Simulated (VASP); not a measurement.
# SnSe2 in VASP: settings compared

Aim: see how the results for SnSe2 move with the level of theory and the settings. Levels: PBE-based screened hybrid with 35 % exact exchange, HSE06, LDA, PBE. Tasks: single point, relaxation of cell and atoms.

Everything below comes from runs of VASP 6.6.1. Logs are shortened: lines on timing, memory, paths and dates and some standing lists are left out, and cuts for length are marked.

### 1 The cell of the first run

Symmetry: P-3m1, No. 164, trigonal system. The conventional cell has a = 3.811 Å, b = 3.811 Å, c = 6.136 Å, α = 90.00°, β = 90.00°, γ = 120.00°. Sn (site symmetry -3m) has 6 Se at 2.68 Å within 3.5 Å. Se (site symmetry 3m) has 3 Sn at 2.68 Å within 3.5 Å.

### 2 Single point, PBE-based screened hybrid with 35 % exact exchange

Input file POSCAR:

```
SnSe2
1.0
    3.8110000000      0.0000000000      0.0000000000
   -1.9055000000      3.3004228138      0.0000000000
    0.0000000000      0.0000000000      6.1360000000
Sn Se
1 2
Direct
    0.0000000000      0.0000000000      0.0000000000
    0.6666666667      0.3333333333      0.7510000000
    0.3333333333      0.6666666667      0.2490000000
```

Input file INCAR.step1:

```
SYSTEM = SnSe2
PREC = Accurate
ENCUT = 400
EDIFF = 1E-5
ISMEAR = -1
SIGMA = 0.05
LREAL = .False.
LASPH = .True.
NELM = 120
ALGO = Normal
ISIF = 2
LWAVE = .True.
LCHARG = .False.
NBANDS = 20
GGA = PE
GGA_COMPAT = .False.
```

Input file INCAR.step2:

```
SYSTEM = SnSe2
PREC = Accurate
ENCUT = 400
EDIFF = 1E-6
ISMEAR = -1
SIGMA = 0.05
LREAL = .False.
LASPH = .True.
NELM = 120
ALGO = Normal
ISIF = 2
LWAVE = .False.
LCHARG = .False.
GGA = PE
LHFCALC = .True.
AEXX = 0.35
HFSCREEN = 0.2078699
PRECFOCK = Normal
NBANDS = 20
ISTART = 1
GGA_COMPAT = .False.
```

Input file KPOINTS:

```
regular mesh
0
Gamma
  5 5 3
  0 0 0
```

Potentials or basis: VASP PAW PBE potentials, release 64 (Sn_d, Se).

The run is started by

```sh
$ cat potpaw_PBE.64/Sn_d/POTCAR potpaw_PBE.64/Se/POTCAR > POTCAR
$ cp INCAR.step1 INCAR
$ mpirun -np 1 vasp_std > vasp.out
$ cp INCAR.step2 INCAR
$ mpirun -np 1 vasp_std > vasp.out
```

OUTCAR:

```text
SYSTEM = SnSe2
   PREC = Accurate
   ENCUT = 400
   EDIFF = 1E-6
   ISMEAR = -1
   LREAL = .False.
   LASPH = .True.
   NELM = 120
   ISIF = 2
   GGA = PE
   LHFCALC = .True.
   AEXX = 0.35
   HFSCREEN = 0.2078699
   PRECFOCK = Normal
   ISTART = 1

 ion  position               nearest neighbor table
   1  0.000  0.000  0.000-   2 2.68   3 2.68   3 2.68   2 2.68   2 2.68   3 2.68
   2  0.667  0.333  0.751-   1 2.68   1 2.68   1 2.68
   3  0.333  0.667  0.249-   1 2.68   1 2.68   1 2.68

  LATTYP: Found a hexagonal cell.
 ALAT       =     3.8110000000
 C/A-ratio  =     1.6100760955

  Lattice vectors:

 A1 = (   3.8110000000,   0.0000000000,   0.0000000000)
 A2 = (  -1.9055000000,   3.3004228138,   0.0000000000)
 A3 = (   0.0000000000,   0.0000000000,   6.1360000000)

Analysis of symmetry for initial positions (statically):
=====================================================================
 Subroutine PRICEL returns:
 Original cell was already a primitive cell.

 Routine SETGRP: Setting up the symmetry group for a
 hexagonal supercell.

 Subroutine GETGRP returns: Found 12 space group operations
 (whereof 12 operations were pure point group operations)
 out of a pool of 24 trial point group operations.

The static configuration has the point symmetry D_3d.

Analysis of symmetry for dynamics (positions and initial velocities):
=====================================================================
 Subroutine PRICEL returns:
 Original cell was already a primitive cell.

 Routine SETGRP: Setting up the symmetry group for a
 hexagonal supercell.

 Subroutine GETGRP returns: Found 12 space group operations
 (whereof 12 operations were pure point group operations)
 out of a pool of 24 trial point group operations.

The dynamic configuration has the point symmetry D_3d.

 Subroutine INISYM returns: Found 12 space group operations
 (whereof 12 operations are pure point group operations),
 and found     1 'primitive' translations

----------------------------------------------------------------------------------------

                                     Primitive cell

  volume of cell :      77.1781

  direct lattice vectors                    reciprocal lattice vectors
     3.811000000  0.000000000  0.000000000     0.262398321  0.151495741  0.000000000
    -1.905500000  3.300422814  0.000000000     0.000000000  0.302991482  0.000000000
     0.000000000  0.000000000  6.136000000     0.000000000  0.000000000  0.162972621

  length of vectors
     3.811000000  3.811000000  6.136000000     0.302991482  0.302991482  0.162972621

  position of ions in fractional coordinates (direct lattice)
     0.000000000  0.000000000  0.000000000
     0.666666667  0.333333333  0.751000000
     0.333333333  0.666666667  0.249000000

  ion indices of the primitive-cell ions
   primitive index   ion index
                 1           1
                 2           2
                 3           3

----------------------------------------------------------------------------------------

 KPOINTS: regular mesh

Automatic generation of k-mesh.
 Grid dimensions read from file:
 generate k-points for:    5    5    3

 Generating k-lattice:

  Cartesian coordinates                     Fractional coordinates (reciprocal lattice)
     0.052479664  0.030299148  0.000000000     0.200000000  0.000000000  0.000000000
     0.000000000  0.060598296  0.000000000     0.000000000  0.200000000  0.000000000
     0.000000000  0.000000000  0.054324207     0.000000000  0.000000000  0.333333333

  Length of vectors
     0.060598296  0.060598296  0.054324207

  Shift w.r.t. Gamma in fractional coordinates (k-lattice)
     0.000000000  0.000000000  0.000000000

 Subroutine IBZKPT returns following result:
 ===========================================

 Found     12 irreducible k-points:

 Following reciprocal coordinates:
            Coordinates               Weight
  0.000000  0.000000  0.000000      1.000000
  0.200000 -0.000000  0.000000      6.000000
  0.400000 -0.000000  0.000000      6.000000
  0.200000  0.200000  0.000000      6.000000
  0.400000  0.200000  0.000000      6.000000
  0.000000  0.000000  0.333333      2.000000
  0.200000 -0.000000  0.333333      6.000000
  0.000000  0.200000  0.333333      6.000000
  0.400000 -0.000000  0.333333      6.000000
  0.000000  0.400000  0.333333      6.000000
  0.200000  0.200000  0.333333     12.000000
  0.400000  0.200000  0.333333     12.000000
   k-points           NKPTS =     12   k-points in BZ     NKDIM =     75   number of bands    NBANDS=     20
   number of dos      NEDOS =    301   number of ions     NIONS =      3
   total plane-waves  NPLWV =  31360
   dimension x,y,z NGX =    28 NGY =   28 NGZ =   40
   dimension x,y,z NGXF=    56 NGYF=   56 NGZF=   80
   ions per type =               1   2
   NGX,Y,Z   is equivalent  to a cutoff of  12.21, 12.21, 10.84 a.u.
   NGXF,Y,Z  is equivalent  to a cutoff of  24.43, 24.43, 21.67 a.u.
 SYSTEM =  SnSe2
   PREC   = accura    normal or accurate (medium, high low for compatibility)
   ISTART =      1    job   : 0-new  1-cont  2-samecut
   ICHARG =      0    charge: 1-file 2-atom 10-const
   ISPIN  =      1    spin polarized calculation?
   LNONCOLLINEAR =      F non collinear calculations
   LSORBIT =      F    spin-orbit coupling
   LASPH  =      T    aspherical Exc in radial PAW
   ENCUT  =  400.0 eV  29.40 Ry    5.42 a.u.   6.21  6.21 10.01*2*pi/ulx,y,z
   NELM   =    120;   NELMIN=  2; NELMDL=  0     # of ELM steps
   EDIFF  = 0.1E-05   stopping-criterion for ELM
   LREAL  =      F    real-space projection
   EDIFFG = 0.1E-04   stopping-criterion for IOM
   NSW    =      0    number of steps for IOM
   IBRION =     -1    ionic relax: 0-MD 1-quasi-New 2-CG
   NFREE  =      0    steps in history (QN), initial steepest desc. (CG)
   ISIF   =      2    stress and relaxation
   ISYM   =      3    0-nonsym 1-usesym 2-fastsym
   POTIM  = 0.5000    time-step for ionic-motion
   TEBEG  =    0.0;   TEEND  =   0.0 temperature during run
   PSTRESS=    0.0 pullay stress
   NELECT =      26.0000    total number of electrons
   NUPDOWN=      -1.0000    fix difference up-down
   EMIN   =  10.00;   EMAX   =-10.00  energy-range for DOS
   EFERMI =   0.00;   METHOD = LEGACY
   ISMEAR =    -1;   SIGMA  =   0.05  broadening in eV -4-tet -1-fermi 0-gaus
   EFERMI_NEDOS =   21; number of points for ismear=-14 and -15
   IALGO  =     38    algorithm
   IMIX   =      1    mixing-type and parameters
     AMIX     =   0.40;   BMIX     =  1.00
     AMIX_MAG =   1.60;   BMIX_MAG =  1.00
  volume/ion in A,a.u.               =      25.73       173.61
  Fermi-wavevector in a.u.,A,eV,Ry     =   1.139116  2.152617 17.654722  1.297585
  Thomas-Fermi vector in A             =   2.275820
   LORBIT       =      0    0 simple, 1 ext, 2 COOP (PROOUT), +10 PAW based schemes
   GGA     = PE    functional components
   LHFCALC =     T    Hartree Fock is set to
   PRECFOCK=normal    Normal, Fast or Accurate (Low or Medium for compatibility)
   ENCUT4O =  -1.0   cutoff for four orbital integrals eV
   NKREDX  =     1    reduce k-point grid by
   NKREDY  =     1    reduce k-point grid by
   NKREDZ  =     1    reduce k-point grid by
   AEXX    =    0.3500 exact exchange contribution
   HFSCREEN=    0.2079 screening length (either q_TF or 0.3 A-1)
   HFSCREENC=   0.2079 screening length for correlation (either q_TF or 0.3 A-1)
   ENCUTFOCK=  -1.0 apply spherical cutoff to Coloumb kernel
   IVDW    =     0    specifies the selected vdW correction
   LEPSILON=     F    determine dielectric tensor
   LRPA    =     F    only Hartree local field effects (RPA)
 non-spin polarized calculation
  energy-cutoff  :      400.00
  volume of cell :       77.18
 maximum number of plane-waves:      1418
 NGX is ok and might be reduce to    28
  NGX = 20; NGY = 20; NGZ = 32

 number of electron      26.0000016 magnetization

 Free energy of the ion-electron system (eV)
  ---------------------------------------------------
  ext. energy  EPLUGINS =         0.00000000
  ---------------------------------------------------
  free energy    TOTEN  =       -15.67063411 eV

  energy without entropy =      -15.67063411  energy(sigma->0) =      -15.67063411

 E-fermi :   4.2625     XC(G=0):  -7.2183

 val. band max:        3.3400096469   @ k =   0.0000   0.0000   0.0000
 cond. band min:       5.1931939844   @ k =   0.0000   0.4000   0.3333
 fundamental gap:      1.8531843374
 Fermi energy:         4.2624891961

 k-point     1 :       0.0000    0.0000    0.0000
  band No.  band energies     occupation
      1     -20.7358      2.00000
      2     -20.7358      2.00000
      3     -20.6710      2.00000
      4     -20.6553      2.00000
      5     -20.6553      2.00000
      6     -12.4443      2.00000
[... 12 lines left out ...]
     19      13.7594      0.00000
     20      13.7594      0.00000

 k-point     2 :       0.2000   -0.0000    0.0000
  band No.  band energies     occupation
      1     -20.7588      2.00000
      2     -20.7272      2.00000
      3     -20.6655      2.00000
      4     -20.6557      2.00000
      5     -20.6487      2.00000
      6     -11.9956      2.00000
[... 12 lines left out ...]
     19      12.9104      0.00000
     20      14.1848      0.00000

 k-point     3 :       0.4000   -0.0000    0.0000
  band No.  band energies     occupation
      1     -20.7978      2.00000
      2     -20.7201      2.00000
      3     -20.6748      2.00000
      4     -20.6362      2.00000
      5     -20.6310      2.00000
      6     -10.8925      2.00000
[... 12 lines left out ...]
     19      14.5287      0.00000
     20      15.1961      0.00000

 k-point     4 :       0.2000    0.2000    0.0000
  band No.  band energies     occupation
      1     -20.7784      2.00000
      2     -20.7317      2.00000
      3     -20.6631      2.00000
      4     -20.6534      2.00000
      5     -20.6330      2.00000
      6     -11.1948      2.00000
[... 12 lines left out ...]
     19      11.7451      0.00000
     20      15.0898      0.00000

 k-point     5 :       0.4000    0.2000    0.0000
  band No.  band energies     occupation
      1     -20.7865      2.00000
      2     -20.7397      2.00000
      3     -20.6642      2.00000
      4     -20.6369      2.00000
      5     -20.6348      2.00000
      6     -10.3116      2.00000
[... 12 lines left out ...]
     19      13.9077      0.00000
     20      14.6965      0.00000

 k-point     6 :       0.0000    0.0000    0.3333
  band No.  band energies     occupation
      1     -20.7358      2.00000
      2     -20.7358      2.00000
      3     -20.6709      2.00000
      4     -20.6553      2.00000
      5     -20.6553      2.00000
      6     -12.3032      2.00000
[... 12 lines left out ...]
     19      13.2828      0.00000
     20      13.2828      0.00000

 k-point     7 :       0.2000   -0.0000    0.3333
  band No.  band energies     occupation
      1     -20.7588      2.00000
      2     -20.7272      2.00000
      3     -20.6654      2.00000
      4     -20.6557      2.00000
      5     -20.6487      2.00000
      6     -11.8599      2.00000
[... 12 lines left out ...]
     19      12.9633      0.00000
     20      14.2937      0.00000

 k-point     8 :       0.0000    0.2000    0.3333
  band No.  band energies     occupation
      1     -20.7589      2.00000
      2     -20.7272      2.00000
      3     -20.6655      2.00000
      4     -20.6556      2.00000
      5     -20.6487      2.00000
      6     -11.8594      2.00000
[... 12 lines left out ...]
     19      12.9833      0.00000
     20      13.9220      0.00000

 k-point     9 :       0.4000   -0.0000    0.3333
  band No.  band energies     occupation
      1     -20.7980      2.00000
      2     -20.7201      2.00000
      3     -20.6748      2.00000
      4     -20.6362      2.00000
      5     -20.6311      2.00000
      6     -10.7891      2.00000
[... 12 lines left out ...]
     19      14.8487      0.00000
     20      15.8804      0.00000

 k-point    10 :       0.0000    0.4000    0.3333
  band No.  band energies     occupation
      1     -20.7980      2.00000
      2     -20.7201      2.00000
      3     -20.6748      2.00000
      4     -20.6362      2.00000
      5     -20.6310      2.00000
      6     -10.7906      2.00000
[... 12 lines left out ...]
     19      14.0314      0.00000
     20      15.5778      0.00000

 k-point    11 :       0.2000    0.2000    0.3333
  band No.  band energies     occupation
      1     -20.7785      2.00000
      2     -20.7318      2.00000
      3     -20.6631      2.00000
      4     -20.6533      2.00000
      5     -20.6330      2.00000
      6     -11.0779      2.00000
[... 12 lines left out ...]
     19      12.4635      0.00000
     20      13.8614      0.00000

 k-point    12 :       0.4000    0.2000    0.3333
  band No.  band energies     occupation
      1     -20.7866      2.00000
      2     -20.7397      2.00000
      3     -20.6642      2.00000
      4     -20.6369      2.00000
      5     -20.6347      2.00000
      6     -10.2527      2.00000
[... 12 lines left out ...]
     19      13.6876      0.00000
     20      15.0258      0.00000

------------------------ aborting loop because EDIFF is reached ----------------------------------------

  FORCE on cell =-STRESS in cart. coord.  units (eV):
  Direction    XX          YY          ZZ          XY          YZ          ZX
  --------------------------------------------------------------------------------------
  -------------------------------------------------------------------------------------
  Total        0.5120332      0.5120332      1.1493709     -0.0000000      0.0000000      0.0000000
  in kB       10.6295494     10.6295494     23.8603544     -0.0000000      0.0000000      0.0000000
  external PRESSURE =      15.0398178 kB  Pullay stress =       0.0000000 kB

 VOLUME and BASIS-vectors are now :
 -----------------------------------------------------------------------------
  energy-cutoff  :      400.00
  volume of cell :       77.18
      direct lattice vectors                 reciprocal lattice vectors
     3.811000000  0.000000000  0.000000000     0.262398321  0.151495741  0.000000000
    -1.905500000  3.300422814  0.000000000     0.000000000  0.302991482  0.000000000
     0.000000000  0.000000000  6.136000000     0.000000000  0.000000000  0.162972621

 POSITION                                       TOTAL-FORCE (eV/Angst)
 -----------------------------------------------------------------------------------
      0.00000      0.00000      0.00000         0.000000      0.000000      0.000000
      1.90550      1.10014      4.60814        -0.000000      0.000000     -0.104895
     -0.00000      2.20028      1.52786         0.000000     -0.000000      0.104895
 -----------------------------------------------------------------------------------
    total drift:                                0.000000      0.000000     -0.000000

  FREE ENERGIE OF THE ION-ELECTRON SYSTEM (eV)
  ---------------------------------------------------
  free  energy   TOTEN  =       -15.6706341082 eV

  energy  without entropy=      -15.6706341054  energy(sigma->0) =      -15.67063411
```

Wall time 17 min (1 thread of AMD EPYC 9R45 (Zen 5), shared host); peak memory 0.26 GiB.

What came out:

| Item | Value |
| --- | --- |
| Free energy | -15.6706 eV |
| Pressure | 1.5 GPa |
| Largest force | 0.105 eV/Å |
| Band gap on the k mesh | 1.85 eV (least direct gap 2.28 eV) |

Forces in eV/Å, atoms in the order of the input:
```
Sn   0.000  0.000  0.000
Se   0.000  0.000 -0.105
Se   0.000  0.000  0.105
```

Caveat: the PAW data sets were made with another functional, which shifts forces and pressure a little; spin-orbit coupling is left out, which moves the levels of the heavy elements; an odd mesh through Γ misses points on the zone boundary, where band edges can lie.

(Continued in part 2 of 2.)
